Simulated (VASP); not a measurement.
# B (P6_3/mmc) in VASP: a series of runs

The runs below take B through single point, relaxation of shape and atoms at fixed volume, with PBE.

All numbers are computed with VASP 6.6.1; they aren't measurements. Logs are shortened: lines on timing, memory, paths and dates and some standing lists are left out, and cuts for length are marked.

### 1 The cell of the first run

Symmetry: P6_3/mmc, No. 194, hexagonal system. The conventional cell has a = 2.994 Å, b = 2.994 Å, c = 4.043 Å, α = 90.00°, β = 90.00°, γ = 120.00°. B (site symmetry -6m2) has 5 B at 1.73 to 2.02 Å within 2.3 Å. Within 2.3 Å of B (site symmetry -6m2) lie 3 B at 1.73 Å.

### 2 Single point, PBE

INCAR reads:

```
  ALGO = Normal
  EDIFF = 1E-6
  ENCUT = 520
  GGA = PE
  ISIF = 2
  ISMEAR = -1
  LASPH = T
  LCHARG = F
  LREAL = F
  LWAVE = F
  NBANDS = 14
  NELM = 100
  PREC = Accurate
  SIGMA = 0.05
```

KPOINTS reads:

```
k-points
0
Gamma
  15 15 5
```

POSCAR reads:

```
B
1.0
    2.9937075309      0.0000000000      0.0000000000
   -1.4968537654      2.5926267733      0.0000000000
    0.0000000000      0.0000000000      4.0430974224
B
4
Direct
    0.0000000000      0.0000000000      0.2500000000
    0.0000000000      0.0000000000      0.7500000000
    0.3333333333      0.6666666667      0.2500000000
    0.6666666667      0.3333333333      0.7500000000
```

Potentials or basis: VASP PAW PBE potentials, release 64 (B).

Command:

```console
> cat potpaw_PBE.64/B/POTCAR > POTCAR
> mpirun -np 1 vasp_std > vasp.out
```

OUTCAR:

```text
EDIFF = 1E-6
   ENCUT = 520
   GGA = PE
   ISIF = 2
   ISMEAR = -1
   LASPH = T
   LREAL = F
   NELM = 100
   PREC = Accurate

 ion  position               nearest neighbor table
   1  0.000  0.000  0.250-   3 1.73   3 1.73   3 1.73   2 2.02   2 2.02
   2  0.000  0.000  0.750-   4 1.73   4 1.73   4 1.73   1 2.02   1 2.02
   3  0.333  0.667  0.250-   1 1.73   1 1.73   1 1.73
   4  0.667  0.333  0.750-   2 1.73   2 1.73   2 1.73

  LATTYP: Found a hexagonal cell.
 ALAT       =     2.9937075309
 C/A-ratio  =     1.3505318675

  Lattice vectors:

 A1 = (   2.9937075309,   0.0000000000,   0.0000000000)
 A2 = (  -1.4968537654,   2.5926267733,   0.0000000000)
 A3 = (   0.0000000000,   0.0000000000,   4.0430974224)

Analysis of symmetry for initial positions (statically):
=====================================================================
 Subroutine PRICEL returns:
 Original cell was already a primitive cell.

 Routine SETGRP: Setting up the symmetry group for a
 hexagonal supercell.

 Subroutine GETGRP returns: Found 24 space group operations
 (whereof 12 operations were pure point group operations)
 out of a pool of 24 trial point group operations.

The static configuration has the point symmetry D_3d.
 The point group associated with its full space group is D_6h.

Analysis of symmetry for dynamics (positions and initial velocities):
=====================================================================
 Subroutine PRICEL returns:
 Original cell was already a primitive cell.

 Routine SETGRP: Setting up the symmetry group for a
 hexagonal supercell.

 Subroutine GETGRP returns: Found 24 space group operations
 (whereof 12 operations were pure point group operations)
 out of a pool of 24 trial point group operations.

The dynamic configuration has the point symmetry D_3d.
 The point group associated with its full space group is D_6h.

 Subroutine INISYM returns: Found 24 space group operations
 (whereof 12 operations are pure point group operations),
 and found     1 'primitive' translations

----------------------------------------------------------------------------------------

                                     Primitive cell

  volume of cell :      31.3808

  direct lattice vectors                    reciprocal lattice vectors
     2.993707531  0.000000000  0.000000000     0.334033966  0.192854600  0.000000000
    -1.496853765  2.592626773  0.000000000     0.000000000  0.385709201  0.000000000
     0.000000000  0.000000000  4.043097422     0.000000000  0.000000000  0.247335123

  length of vectors
     2.993707531  2.993707531  4.043097422     0.385709201  0.385709201  0.247335123

  position of ions in fractional coordinates (direct lattice)
     0.000000000  0.000000000  0.250000000
     0.000000000  0.000000000  0.750000000
     0.333333333  0.666666667  0.250000000
     0.666666667  0.333333333  0.750000000

  ion indices of the primitive-cell ions
   primitive index   ion index
                 1           1
                 2           2
                 3           3
                 4           4

----------------------------------------------------------------------------------------

 KPOINTS: k-points

Automatic generation of k-mesh.
 Grid dimensions read from file:
 generate k-points for:   15   15    5

 Generating k-lattice:

  Cartesian coordinates                     Fractional coordinates (reciprocal lattice)
     0.022268931  0.012856973  0.000000000     0.066666667 -0.000000000  0.000000000
     0.000000000  0.025713947  0.000000000     0.000000000  0.066666667  0.000000000
     0.000000000  0.000000000  0.049467025     0.000000000  0.000000000  0.200000000

  Length of vectors
     0.025713947  0.025713947  0.049467025

  Shift w.r.t. Gamma in fractional coordinates (k-lattice)
     0.000000000  0.000000000  0.000000000

 Subroutine IBZKPT returns following result:
 ===========================================

 Found     81 irreducible k-points:

 Following reciprocal coordinates:
            Coordinates               Weight
  0.000000  0.000000  0.000000      1.000000
  0.066667  0.000000  0.000000      6.000000
  0.133333 -0.000000  0.000000      6.000000
  0.200000 -0.000000  0.000000      6.000000
  0.266667 -0.000000  0.000000      6.000000
  0.333333 -0.000000  0.000000      6.000000
[... 16 lines left out ...]
  0.333333  0.200000  0.000000     12.000000
  0.400000  0.200000  0.000000      6.000000
 [... further k-points ...]
   k-points           NKPTS =     81   k-points in BZ     NKDIM =     81   number of bands    NBANDS=     14
   number of dos      NEDOS =    301   number of ions     NIONS =      4
   total plane-waves  NPLWV =  17280
   dimension x,y,z NGX =    24 NGY =   24 NGZ =   30
   dimension x,y,z NGXF=    48 NGYF=   48 NGZF=   60
   ions per type =               4
   NGX,Y,Z   is equivalent  to a cutoff of  13.33, 13.33, 12.34 a.u.
   NGXF,Y,Z  is equivalent  to a cutoff of  26.66, 26.66, 24.67 a.u.
 SYSTEM =  unknown system
   PREC   = accura    normal or accurate (medium, high low for compatibility)
   ISTART =      0    job   : 0-new  1-cont  2-samecut
   ICHARG =      2    charge: 1-file 2-atom 10-const
   ISPIN  =      1    spin polarized calculation?
   LNONCOLLINEAR =      F non collinear calculations
   LSORBIT =      F    spin-orbit coupling
   LASPH  =      T    aspherical Exc in radial PAW
   ENCUT  =  520.0 eV  38.22 Ry    6.18 a.u.   5.57  5.57  7.52*2*pi/ulx,y,z
   NELM   =    100;   NELMIN=  2; NELMDL= -5     # of ELM steps
   EDIFF  = 0.1E-05   stopping-criterion for ELM
   LREAL  =      F    real-space projection
   EDIFFG = 0.1E-04   stopping-criterion for IOM
   NSW    =      0    number of steps for IOM
   IBRION =     -1    ionic relax: 0-MD 1-quasi-New 2-CG
   NFREE  =      0    steps in history (QN), initial steepest desc. (CG)
   ISIF   =      2    stress and relaxation
   ISYM   =      2    0-nonsym 1-usesym 2-fastsym
   POTIM  = 0.5000    time-step for ionic-motion
   TEBEG  =    0.0;   TEEND  =   0.0 temperature during run
   PSTRESS=    0.0 pullay stress
   NELECT =      12.0000    total number of electrons
   NUPDOWN=      -1.0000    fix difference up-down
   EMIN   =  10.00;   EMAX   =-10.00  energy-range for DOS
   EFERMI =   0.00;   METHOD = LEGACY
   ISMEAR =    -1;   SIGMA  =   0.05  broadening in eV -4-tet -1-fermi 0-gaus
   EFERMI_NEDOS =   21; number of points for ismear=-14 and -15
   IALGO  =     38    algorithm
   IMIX   =      4    mixing-type and parameters
     AMIX     =   0.40;   BMIX     =  1.00
     AMIX_MAG =   1.60;   BMIX_MAG =  1.00
  volume/ion in A,a.u.               =       7.85        52.94
  Fermi-wavevector in a.u.,A,eV,Ry     =   1.188267  2.245499 19.211135  1.411979
  Thomas-Fermi vector in A             =   2.324400
   LORBIT       =      0    0 simple, 1 ext, 2 COOP (PROOUT), +10 PAW based schemes
   GGA     = PE    functional components
   LHFCALC =     F    Hartree Fock is set to
   AEXX    =    0.0000 exact exchange contribution
   IVDW    =     0    specifies the selected vdW correction
   LEPSILON=     F    determine dielectric tensor
   LRPA    =     F    only Hartree local field effects (RPA)
 non-spin polarized calculation
  energy-cutoff  :      520.00
  volume of cell :       31.38
 maximum number of plane-waves:       879
 NGX is ok and might be reduce to    24
   NGX = 11   NGY = 11   NGZ = 15

 number of electron      11.9999999 magnetization

 Free energy of the ion-electron system (eV)
  ---------------------------------------------------
  ext. energy  EPLUGINS =         0.00000000
  ---------------------------------------------------
  free energy    TOTEN  =       -23.24265847 eV

  energy without entropy =      -23.22709872  energy(sigma->0) =      -23.23487859

 E-fermi :   5.1961     XC(G=0): -11.5046

 val. band max:        5.1445905522   @ k =   0.4667   0.0667   0.0000
 cond. band min:       5.2014023378   @ k =   0.4000   0.1333   0.0000
 fundamental gap:      0.0568117856
 Fermi energy:         5.1960969608

 k-point     1 :       0.0000    0.0000    0.0000
  band No.  band energies     occupation
      1      -8.8742      2.00000
      2      -1.6724      2.00000
      3      -1.2164      2.00000
      4       4.9136      1.99298
      5       4.9136      1.99298
      6       6.6043      0.00000
      7       6.6043      0.00000
      8      12.7806      0.00000
      9      12.9616      0.00000
     10      13.1613      0.00000
     11      13.1613      0.00000
     12      13.3074      0.00000
     13      15.0584      0.00000
     14      15.0584      0.00000

 k-point     2 :       0.0667    0.0000    0.0000
  band No.  band energies     occupation
      1      -8.7956      2.00000
      2      -1.5841      2.00000
      3      -1.1574      2.00000
      4       4.3846      2.00000
      5       4.6010      1.99999
      6       6.5743      0.00000
      7       6.7294      0.00000
      8      12.6440      0.00000
      9      12.7129      0.00000
     10      12.7529      0.00000
     11      13.2579      0.00000
     12      13.5885      0.00000
     13      15.3816      0.00000
     14      15.4729      0.00000

 k-point     3 :       0.1333   -0.0000    0.0000
  band No.  band energies     occupation
      1      -8.5601      2.00000
      2      -1.3207      2.00000
      3      -0.9812      2.00000
      4       3.1885      2.00000
      5       3.9643      2.00000
      6       6.2979      0.00000
      7       6.8162      0.00000
      8      11.7903      0.00000
      9      11.9232      0.00000
     10      12.4839      0.00000
     11      13.7486      0.00000
     12      14.3693      0.00000
     13      16.0197      0.00000
     14      16.4936      0.00000

 k-point     4 :       0.2000   -0.0000    0.0000
  band No.  band energies     occupation
      1      -8.1687      2.00000
      2      -0.8863      2.00000
      3      -0.6927      2.00000
      4       1.7496      2.00000
      5       3.2962      2.00000
      6       5.7349      0.00004
      7       6.6832      0.00000
      8      10.5234      0.00000
      9      11.0915      0.00000
     10      12.1779      0.00000
     11      14.7644      0.00000
     12      15.3947      0.00000
     13      16.6697      0.00000
     14      17.8444      0.00000

 k-point     5 :       0.2667   -0.0000    0.0000
  band No.  band energies     occupation
      1      -7.6235      2.00000
      2      -0.3391      2.00000
      3      -0.2906      2.00000
      4       0.3067      2.00000
      5       2.7070      2.00000
      6       4.9863      1.97035
      7       6.4180      0.00000
      8       9.0538      0.00000
      9      10.3882      0.00000
     10      11.8528      0.00000
     11      16.1958      0.00000
[... 276 lines left out ...]
 k-point    22 :       0.2667    0.2000    0.0000
  band No.  band energies     occupation
      1      -6.0164      2.00000
      2      -1.5687      2.00000
      3      -0.4075      2.00000
      4       1.0701      2.00000
      5       1.3653      2.00000
      6       4.1406      2.00000
      7       4.7802      1.99951
      8       7.1275      0.00000
      9       9.1330      0.00000
     10      12.8331      0.00000
     11      14.8122      0.00000
     12      19.1929      0.00000
     13      19.2905      0.00000
     14      20.5815      0.00000

 k-point    23 :       0.3333    0.2000    0.0000
  band No.  band energies     occupation
      1      -5.1384      2.00000
      2      -2.7707      2.00000
      3      -0.6548      2.00000
      4       1.7101      2.00000
      5       2.1063      2.00000
      6       3.2838      2.00000
      7       4.6122      1.99998
      8       6.1318      0.00000
      9       8.7583      0.00000
     10      12.6111      0.00000
     11      16.5836      0.00000
     12      19.3772      0.00000
     13      19.4202      0.00000
     14      20.4168      0.00000

 k-point    24 :       0.4000    0.2000    0.0000
  band No.  band energies     occupation
      1      -4.4320      2.00000
      2      -3.5933      2.00000
      3      -0.7361      2.00000
      4       2.4255      2.00000
      5       2.4775      2.00000
      6       2.4954      2.00000
      7       4.5550      1.99999
      8       5.6611      0.00018
      9       8.6424      0.00000
     10      12.5365      0.00000
     11      18.1136      0.00000
     12      18.7322      0.00000
     13      19.5172      0.00000
     14      19.7111      0.00000

 [... further k-points ...]
[... 5 lines left out ...]
  --------------------------------------------------------------------------------------
  -------------------------------------------------------------------------------------
  Total        0.0174019      0.0174019      0.0038077      0.0000000     -0.0000000      0.0000000
  in kB        0.8884715      0.8884715      0.1944044      0.0000000     -0.0000000      0.0000000
  external PRESSURE =       0.6571158 kB  Pullay stress =       0.0000000 kB

 VOLUME and BASIS-vectors are now :
 -----------------------------------------------------------------------------
  energy-cutoff  :      520.00
  volume of cell :       31.38
      direct lattice vectors                 reciprocal lattice vectors
     2.993707531  0.000000000  0.000000000     0.334033966  0.192854600  0.000000000
    -1.496853765  2.592626773  0.000000000     0.000000000  0.385709201  0.000000000
     0.000000000  0.000000000  4.043097422     0.000000000  0.000000000  0.247335123

 POSITION                                       TOTAL-FORCE (eV/Angst)
 -----------------------------------------------------------------------------------
      0.00000      0.00000      1.01077         0.000000     -0.000000     -0.000000
      0.00000      0.00000      3.03232        -0.000000      0.000000      0.000000
     -0.00000      1.72842      1.01077        -0.000000      0.000000     -0.000000
      1.49685      0.86421      3.03232         0.000000     -0.000000     -0.000000
 -----------------------------------------------------------------------------------
    total drift:                               -0.000000      0.000000     -0.000000

  FREE ENERGIE OF THE ION-ELECTRON SYSTEM (eV)
  ---------------------------------------------------
  free  energy   TOTEN  =       -23.2426584678 eV

  energy  without entropy=      -23.2270987164  energy(sigma->0) =      -23.23487859
```

It took 20 s on 1 thread of AMD EPYC 9R45 (Zen 5), shared host; peak memory 0.12 GiB.

What came out:

```
Free energy            : -23.2427 eV
Pressure               : 0.1 GPa
Band gap on the k mesh : zero (band 6 reaches 6.60 eV, above the bottom of band 7 at 3.08 eV)
```

### 3 Relaxation of shape and atoms at fixed volume, PBE

This run uses another cell than the first one, of 3.14 Å³/atom, 0.400 times its volume.

INCAR reads:

```
SYSTEM = B
  PREC = Accurate
  ENCUT = 600
  EDIFF = 1E-6
  ISMEAR = -1
  SIGMA = 0.05
  LREAL = .False.
  LASPH = .True.
  NELM = 100
  ALGO = Normal
  ISIF = 4
  LWAVE = .False.
  LCHARG = .False.
  GGA = PE
  IBRION = 2
  NSW = 50
  EDIFFG = -0.005
```

KPOINTS reads:

```
regular mesh
0
Gamma
  15 15 5
  0 0 0
```

POSCAR reads:

```
B
1.0
    2.2057825683      0.0000000000      0.0000000000
   -1.1028912842      1.9102637394      0.0000000000
    0.0000000000      0.0000000000      2.9789796512
B
4
Direct
    0.0000000000      0.0000000000      0.2500000000
    0.0000000000      0.0000000000      0.7500000000
    0.3333333333      0.6666666667      0.2500000000
    0.6666666667      0.3333333333      0.7500000000
```

Potentials or basis: VASP PAW PBE potentials, release 64 (B).

Command:

```console
> cat potpaw_PBE.64/B/POTCAR > POTCAR
> mpirun -np 1 vasp_std > vasp.out
```

Run time: 31 s. Hardware: 1 thread of AMD EPYC 9R45 (Zen 5), shared host; peak memory 0.09 GiB.

The run converged, but its numbers aren't listed here, since they failed a check.

Caveat: the k points lie up to 0.48 Å⁻¹ apart in the final cell.

### 4 Relaxation of shape and atoms at fixed volume, PBE

This run uses another cell than the first one, of 4.31 Å³/atom, 0.550 times its volume.

INCAR reads:

```
SYSTEM = B
ALGO = Normal
EDIFF = 1E-7
EDIFFG = -0.005
ENCUT = 600
GGA = PE
IBRION = 2
ISIF = 4
ISMEAR = -1
LASPH = .TRUE.
LCHARG = .FALSE.
LREAL = .FALSE.
LWAVE = .FALSE.
NELM = 60
NSW = 50
PREC = Accurate
SIGMA = 0.05
```

KPOINTS reads:

```
k-points
0
G
  15 15 5
  0 0 0
```

POSCAR reads:

```
B
1.0
    2.4528082580      0.0000000000      0.0000000000
   -1.2264041290      2.1241942621      0.0000000000
    0.0000000000      0.0000000000      3.3125957173
B
4
Direct
    0.0000000000      0.0000000000      0.2500000000
    0.0000000000      0.0000000000      0.7500000000
    0.3333333333      0.6666666667      0.2500000000
    0.6666666667      0.3333333333      0.7500000000
```

Command:

```console
> cat potpaw_PBE.64/B/POTCAR > POTCAR
> mpirun -np 1 vasp_std > vasp.out
```

Wall time 30 s (1 thread of Intel Xeon 6975P-C (Granite Rapids), shared host); peak memory 0.13 GiB.

It converged, with:

```
Free energy               : -15.8241 eV
Energy gained by relaxing : 325.9 meV/atom
Ionic steps               : 8
Pressure after relaxing   : 264.1 GPa
Band gap on the k mesh    : zero (band 6 reaches 14.42 eV, above the bottom of band 7 at 12.60 eV)
```

Step by step:
```csv
step,energy change (eV),largest force (eV/Å),pressure (GPa),volume (Å³)
1,0.0000,0.0000,306.83,17.26
2,0.8404,0.0000,262.13,17.26
3,-1.2891,0.0000,267.66,17.26
4,-1.3001,0.0000,262.73,17.26
5,-1.3037,0.0000,264.33,17.26
6,-1.3036,0.0000,263.77,17.26
7,-1.3036,0.0000,264.40,17.26
8,-1.3038,0.0000,264.07,17.26
```

Final structure:
```
B
1.0
     2.57432    0.00000    0.00000
    -1.28716    2.22942    0.00000
     0.00000    0.00000    3.00727
B
4
Direct
  0.00000 0.00000 0.25000
  0.00000 0.00000 0.75000
  0.33333 0.66667 0.25000
  0.66667 0.33333 0.75000
```

Levels at points of the mesh, in eV from the Fermi level:
| k point | band 4 | band 5 | band 6 | band 7 | band 8 | band 9 |
| --- | --- | --- | --- | --- | --- | --- |
| (0.00, 0.00, 0.00) | -4.05 | -4.05 | -0.58 | -0.58 | 7.68 | 9.50 |

Caveat: the k points lie up to 0.42 Å⁻¹ apart in the final cell.

[end of part 1 of 2]
